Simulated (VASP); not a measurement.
# Cd (Pm-3m) in VASP: single point with LDA

Aim: the single point of Cd with LDA.

Everything below comes from runs of VASP 6.6.1. Logs are shortened: lines on timing, memory, paths and dates and some standing lists are left out, and cuts for length are marked.

### 1 The cell of the first run

It takes space group Pm-3m (No. 221, cubic). Conventional cell: a = 2.855 Å, b = 2.855 Å, c = 2.855 Å, α = 90.00°, β = 90.00°, γ = 90.00°. Within 3.8 Å of Cd (site symmetry m-3m) lie 6 Cd at 2.86 Å.

### 2 Single point, LDA

Input file INCAR:

```
SYSTEM = Cd
ALGO = Normal
EDIFF = 1E-7
ENCUT = 520
GGA = CA
ISIF = 2
ISMEAR = -1
LASPH = .True.
LCHARG = .False.
LREAL = .False.
LWAVE = .False.
NBANDS = 12
NELM = 100
PREC = Accurate
SIGMA = 0.13605693000000002
```

Input file KPOINTS:

```
k-points
0
Gamma
  12 12 12
  0 0 0
```

Input file POSCAR:

```
Cd
1.0
    2.8551154665      0.0000000000      0.0000000000
    0.0000000000      2.8551154665      0.0000000000
    0.0000000000      0.0000000000      2.8551154665
Cd
1
Direct
    0.0000000000      0.0000000000      0.0000000000
```

Potentials or basis: VASP PAW LDA potentials, release 64 (Cd).

Run with:

```sh
$ cat potpaw_LDA.64/Cd/POTCAR > POTCAR
$ mpirun -np 1 vasp_std > vasp.out
```

OUTCAR:

```text
SYSTEM = Cd
   EDIFF = 1E-7
   ENCUT = 520
   GGA = CA
   ISIF = 2
   ISMEAR = -1
   LASPH = .True.
   LREAL = .False.
   NELM = 100
   PREC = Accurate

 ion  position               nearest neighbor table
   1  0.000  0.000  0.000-

  LATTYP: Found a simple cubic cell.
 ALAT       =     2.8551154665

  Lattice vectors:

 A1 = (   2.8551154665,   0.0000000000,   0.0000000000)
 A2 = (   0.0000000000,   2.8551154665,   0.0000000000)
 A3 = (   0.0000000000,   0.0000000000,   2.8551154665)

Analysis of symmetry for initial positions (statically):
=====================================================================
 Subroutine PRICEL returns:
 Original cell was already a primitive cell.

 Routine SETGRP: Setting up the symmetry group for a
 simple cubic supercell.

 Subroutine GETGRP returns: Found 48 space group operations
 (whereof 48 operations were pure point group operations)
 out of a pool of 48 trial point group operations.

The static configuration has the point symmetry O_h .

Analysis of symmetry for dynamics (positions and initial velocities):
=====================================================================
 Subroutine PRICEL returns:
 Original cell was already a primitive cell.

 Routine SETGRP: Setting up the symmetry group for a
 simple cubic supercell.

 Subroutine GETGRP returns: Found 48 space group operations
 (whereof 48 operations were pure point group operations)
 out of a pool of 48 trial point group operations.

The dynamic configuration has the point symmetry O_h .

 Subroutine INISYM returns: Found 48 space group operations
 (whereof 48 operations are pure point group operations),
 and found     1 'primitive' translations

----------------------------------------------------------------------------------------

                                     Primitive cell

  volume of cell :      23.2740

  direct lattice vectors                    reciprocal lattice vectors
     2.855115467  0.000000000  0.000000000     0.350248532  0.000000000  0.000000000
     0.000000000  2.855115467  0.000000000     0.000000000  0.350248532  0.000000000
     0.000000000  0.000000000  2.855115467     0.000000000  0.000000000  0.350248532

  length of vectors
     2.855115467  2.855115467  2.855115467     0.350248532  0.350248532  0.350248532

  position of ions in fractional coordinates (direct lattice)
     0.000000000  0.000000000  0.000000000

  ion indices of the primitive-cell ions
   primitive index   ion index
                 1           1

----------------------------------------------------------------------------------------

 KPOINTS: k-points

Automatic generation of k-mesh.
 Grid dimensions read from file:
 generate k-points for:   12   12   12

 Generating k-lattice:

  Cartesian coordinates                     Fractional coordinates (reciprocal lattice)
     0.029187378  0.000000000  0.000000000     0.083333333  0.000000000  0.000000000
     0.000000000  0.029187378  0.000000000     0.000000000  0.083333333  0.000000000
     0.000000000  0.000000000  0.029187378     0.000000000  0.000000000  0.083333333

  Length of vectors
     0.029187378  0.029187378  0.029187378

  Shift w.r.t. Gamma in fractional coordinates (k-lattice)
     0.000000000  0.000000000  0.000000000

 Subroutine IBZKPT returns following result:
 ===========================================

 Found     84 irreducible k-points:

 Following reciprocal coordinates:
            Coordinates               Weight
  0.000000  0.000000  0.000000      1.000000
  0.083333  0.000000  0.000000      6.000000
  0.166667  0.000000  0.000000      6.000000
  0.250000  0.000000  0.000000      6.000000
  0.333333  0.000000  0.000000      6.000000
  0.416667  0.000000  0.000000      6.000000
[... 16 lines left out ...]
  0.333333  0.333333  0.000000     12.000000
  0.416667  0.333333  0.000000     24.000000
 [... further k-points ...]
   k-points           NKPTS =     84   k-points in BZ     NKDIM =     84   number of bands    NBANDS=     12
   number of dos      NEDOS =    301   number of ions     NIONS =      1
   total plane-waves  NPLWV =  13824
   dimension x,y,z NGX =    24 NGY =   24 NGZ =   24
   dimension x,y,z NGXF=    48 NGYF=   48 NGZF=   48
   ions per type =               1
   NGX,Y,Z   is equivalent  to a cutoff of  13.97, 13.97, 13.97 a.u.
   NGXF,Y,Z  is equivalent  to a cutoff of  27.95, 27.95, 27.95 a.u.
 SYSTEM =  Cd
   PREC   = accura    normal or accurate (medium, high low for compatibility)
   ISTART =      0    job   : 0-new  1-cont  2-samecut
   ICHARG =      2    charge: 1-file 2-atom 10-const
   ISPIN  =      1    spin polarized calculation?
   LNONCOLLINEAR =      F non collinear calculations
   LSORBIT =      F    spin-orbit coupling
   LASPH  =      T    aspherical Exc in radial PAW
   ENCUT  =  520.0 eV  38.22 Ry    6.18 a.u.   5.31  5.31  5.31*2*pi/ulx,y,z
   NELM   =    100;   NELMIN=  2; NELMDL= -5     # of ELM steps
   EDIFF  = 0.1E-06   stopping-criterion for ELM
   LREAL  =      F    real-space projection
   EDIFFG = 0.1E-05   stopping-criterion for IOM
   NSW    =      0    number of steps for IOM
   IBRION =     -1    ionic relax: 0-MD 1-quasi-New 2-CG
   NFREE  =      0    steps in history (QN), initial steepest desc. (CG)
   ISIF   =      2    stress and relaxation
   ISYM   =      2    0-nonsym 1-usesym 2-fastsym
   POTIM  = 0.5000    time-step for ionic-motion
   TEBEG  =    0.0;   TEEND  =   0.0 temperature during run
   PSTRESS=    0.0 pullay stress
   NELECT =      12.0000    total number of electrons
   NUPDOWN=      -1.0000    fix difference up-down
   EMIN   =  10.00;   EMAX   =-10.00  energy-range for DOS
   EFERMI =   0.00;   METHOD = LEGACY
   ISMEAR =    -1;   SIGMA  =   0.14  broadening in eV -4-tet -1-fermi 0-gaus
   EFERMI_NEDOS =   21; number of points for ismear=-14 and -15
   IALGO  =     38    algorithm
   IMIX   =      4    mixing-type and parameters
     AMIX     =   0.40;   BMIX     =  1.00
     AMIX_MAG =   1.60;   BMIX_MAG =  1.00
  volume/ion in A,a.u.               =      23.27       157.06
  Fermi-wavevector in a.u.,A,eV,Ry     =   1.312739  2.480716 23.446682  1.723282
  Thomas-Fermi vector in A             =   2.443110
   LORBIT       =      0    0 simple, 1 ext, 2 COOP (PROOUT), +10 PAW based schemes
   GGA     = CA    functional components
   LHFCALC =     F    Hartree Fock is set to
   AEXX    =    0.0000 exact exchange contribution
   IVDW    =     0    specifies the selected vdW correction
   LEPSILON=     F    determine dielectric tensor
   LRPA    =     F    only Hartree local field effects (RPA)
 non-spin polarized calculation
  energy-cutoff  :      520.00
  volume of cell :       23.27
 maximum number of plane-waves:       647
 NGX is ok and might be reduce to    24
   NGX = 11   NGY = 11   NGZ = 11

 number of electron      12.0000002 magnetization

 Free energy of the ion-electron system (eV)
  ---------------------------------------------------
  ext. energy  EPLUGINS =         0.00000000
  ---------------------------------------------------
  free energy    TOTEN  =        -1.33696215 eV

  energy without entropy =       -1.31083804  energy(sigma->0) =       -1.32390010

 E-fermi :   2.0252     XC(G=0): -10.8969

 val. band max:        1.9740086367   @ k =   0.4167   0.1667   0.0000
 cond. band min:       2.0618098480   @ k =   0.5000   0.3333   0.0833
 fundamental gap:      0.0878012112
 Fermi energy:         2.0251578638

 k-point     1 :       0.0000    0.0000    0.0000
  band No.  band energies     occupation
      1      -7.8760      2.00000
      2      -7.8760      2.00000
      3      -6.3015      2.00000
      4      -6.0922      2.00000
      5      -6.0922      2.00000
      6      -6.0922      2.00000
      7      12.6044      0.00000
      8      12.6044      0.00000
      9      12.6044      0.00000
     10      16.5643      0.00000
     11      16.5643      0.00000
     12      17.5966      0.00000

 k-point     2 :       0.0833    0.0000    0.0000
  band No.  band energies     occupation
      1      -7.8658      2.00000
      2      -7.8089      2.00000
      3      -6.1581      2.00000
      4      -6.1300      2.00000
      5      -6.1300      2.00000
      6      -6.0890      2.00000
      7      11.0554      0.00000
      8      12.7890      0.00000
      9      12.7890      0.00000
     10      16.5952      0.00000
     11      17.1318      0.00000
     12      18.8119      0.00000

 k-point     3 :       0.1667    0.0000    0.0000
  band No.  band energies     occupation
      1      -7.8378      2.00000
      2      -7.6427      2.00000
      3      -6.2318      2.00000
      4      -6.2318      2.00000
      5      -6.0803      2.00000
      6      -5.7047      2.00000
      7       8.5294      0.00000
      8      13.3265      0.00000
      9      13.3265      0.00000
     10      16.6875      0.00000
     11      17.3512      0.00000
     12      21.8032      0.00000

 k-point     4 :       0.2500    0.0000    0.0000
  band No.  band energies     occupation
      1      -7.7993      2.00000
      2      -7.4478      2.00000
      3      -6.3674      2.00000
      4      -6.3674      2.00000
      5      -6.0684      2.00000
      6      -4.9055      2.00000
      7       6.0057      0.00000
      8      14.1689      0.00000
      9      14.1689      0.00000
     10      16.8371      0.00000
     11      17.5684      0.00000
     12      23.7679      0.00000

 k-point     5 :       0.3333    0.0000    0.0000
  band No.  band energies     occupation
      1      -7.7605      2.00000
      2      -7.2771      2.00000
      3      -6.4993      2.00000
      4      -6.4993      2.00000
      5      -6.0565      2.00000
      6      -3.7596      2.00000
      7       3.6245      0.00002
      8      15.2327      0.00000
      9      15.2327      0.00000
     10      17.0270      0.00000
     11      17.8163      0.00000
     12      22.4797      0.00000

 k-point     6 :       0.4167    0.0000    0.0000
  band No.  band energies     occupation
      1      -7.7319      2.00000
      2      -7.1615      2.00000
      3      -6.5936      2.00000
      4      -6.5936      2.00000
      5      -6.0477      2.00000
      6      -2.2975      2.00000
      7       1.4281      1.97545
      8      16.3390      0.00000
      9      16.3390      0.00000
     10      17.2076      0.00000
     11      18.0398      0.00000
     12      21.5519      0.00000

 k-point     7 :       0.5000    0.0000    0.0000
  band No.  band energies     occupation
      1      -7.7214      2.00000
      2      -7.1205      2.00000
      3      -6.6277      2.00000
      4      -6.6277      2.00000
      5      -6.0445      2.00000
      6      -0.6001      2.00000
      7      -0.5123      2.00000
      8      16.9309      0.00000
      9      16.9309      0.00000
     10      17.2873      0.00000
     11      18.1360      0.00000
     12      20.7889      0.00000

 k-point     8 :       0.0833    0.0833    0.0000
  band No.  band energies     occupation
      1      -7.8285      2.00000
      2      -7.7657      2.00000
      3      -6.2003      2.00000
      4      -6.1304      2.00000
      5      -6.1228      2.00000
      6      -5.9863      2.00000
      7      11.1214      0.00000
      8      11.3133      0.00000
      9      12.9738      0.00000
     10      16.8697      0.00000
     11      18.3325      0.00000
     12      19.1816      0.00000
[... 166 lines left out ...]
 k-point    20 :       0.3333    0.2500    0.0000
  band No.  band energies     occupation
      1      -7.5174      2.00000
      2      -7.0128      2.00000
      3      -6.6893      2.00000
      4      -6.4618      2.00000
      5      -6.3154      2.00000
      6      -2.5177      2.00000
      7       4.7361      0.00000
      8       8.4704      0.00000
      9      14.8774      0.00000
     10      16.8573      0.00000
     11      18.2221      0.00000
     12      22.8882      0.00000

 k-point    21 :       0.4167    0.2500    0.0000
  band No.  band energies     occupation
      1      -7.4782      2.00000
      2      -7.1377      2.00000
      3      -6.5522      2.00000
      4      -6.5129      2.00000
      5      -6.3037      2.00000
      6      -1.1313      2.00000
      7       2.6068      0.02744
      8       9.5616      0.00000
      9      13.0597      0.00000
     10      18.0658      0.00000
     11      18.6434      0.00000
     12      22.0170      0.00000

 k-point    22 :       0.5000    0.2500    0.0000
  band No.  band energies     occupation
      1      -7.4641      2.00000
      2      -7.1821      2.00000
      3      -6.5850      2.00000
      4      -6.4515      2.00000
      5      -6.2993      2.00000
      6       0.2452      2.00000
      7       0.9768      1.99910
      8      10.4137      0.00000
      9      11.9700      0.00000
     10      18.8093      0.00000
     11      18.8483      0.00000
     12      21.4339      0.00000

 k-point    23 :       0.3333    0.3333    0.0000
  band No.  band energies     occupation
      1      -7.4505      2.00000
      2      -7.2226      2.00000
      3      -6.4518      2.00000
      4      -6.4312      2.00000
      5      -6.3613      2.00000
      6      -1.5270      2.00000
      7       4.8573      0.00000
      8       6.9197      0.00000
      9      12.8320      0.00000
     10      17.9839      0.00000
     11      18.7923      0.00000
     12      22.3567      0.00000

 k-point    24 :       0.4167    0.3333    0.0000
  band No.  band energies     occupation
      1      -7.4084      2.00000
      2      -7.3642      2.00000
      3      -6.5315      2.00000
      4      -6.4269      2.00000
      5      -6.1277      2.00000
      6      -0.2247      2.00000
      7       3.3404      0.00013
      8       7.3655      0.00000
      9      11.0766      0.00000
     10      19.2514      0.00000
     11      19.3797      0.00000
     12      21.7304      0.00000

 [... further k-points ...]
[... 5 lines left out ...]
  --------------------------------------------------------------------------------------
  -------------------------------------------------------------------------------------
  Total        0.0770838      0.0770838      0.0770838      0.0000000      0.0000000      0.0000000
  in kB        5.3064294      5.3064294      5.3064294      0.0000000      0.0000000      0.0000000
  external PRESSURE =       5.3064294 kB  Pullay stress =       0.0000000 kB

 VOLUME and BASIS-vectors are now :
 -----------------------------------------------------------------------------
  energy-cutoff  :      520.00
  volume of cell :       23.27
      direct lattice vectors                 reciprocal lattice vectors
     2.855115467  0.000000000  0.000000000     0.350248532  0.000000000  0.000000000
     0.000000000  2.855115467  0.000000000     0.000000000  0.350248532  0.000000000
     0.000000000  0.000000000  2.855115467     0.000000000  0.000000000  0.350248532

 POSITION                                       TOTAL-FORCE (eV/Angst)
 -----------------------------------------------------------------------------------
      0.00000      0.00000      0.00000         0.000000      0.000000      0.000000
 -----------------------------------------------------------------------------------
    total drift:                                0.000000      0.000000      0.000000

  FREE ENERGIE OF THE ION-ELECTRON SYSTEM (eV)
  ---------------------------------------------------
  free  energy   TOTEN  =        -1.3369621516 eV

  energy  without entropy=       -1.3108380422  energy(sigma->0) =       -1.32390010
```

Run time: 4.8 s. Hardware: 1 thread of Intel Xeon 6975P-C (Granite Rapids), shared host; peak memory 0.14 GiB.

Results:

```
Free energy            : -1.3370 eV
Pressure               : 0.5 GPa
Band gap on the k mesh : zero (band 6 reaches 6.87 eV, above the bottom of band 7 at -0.51 eV)
```

Levels at points of the mesh, in eV from the Fermi level:
```csv
k point,band 2,band 3,band 4,band 5,band 6,band 7,band 8,band 9,band 10,band 11
"(0.00, 0.00, 0.00)",-9.90,-8.33,-8.12,-8.12,-8.12,10.58,10.58,10.58,14.54,14.54
"(0.50, 0.00, 0.00)",-9.15,-8.65,-8.65,-8.07,-2.63,-2.54,14.91,14.91,15.26,16.11
"(0.50, 0.50, 0.00)",-9.36,-8.57,-8.57,-7.65,1.11,1.11,2.46,6.14,19.07,19.07
"(0.50, 0.50, 0.50)",-9.43,-9.43,-7.62,-7.62,4.85,4.85,4.85,8.69,8.82,10.22
```
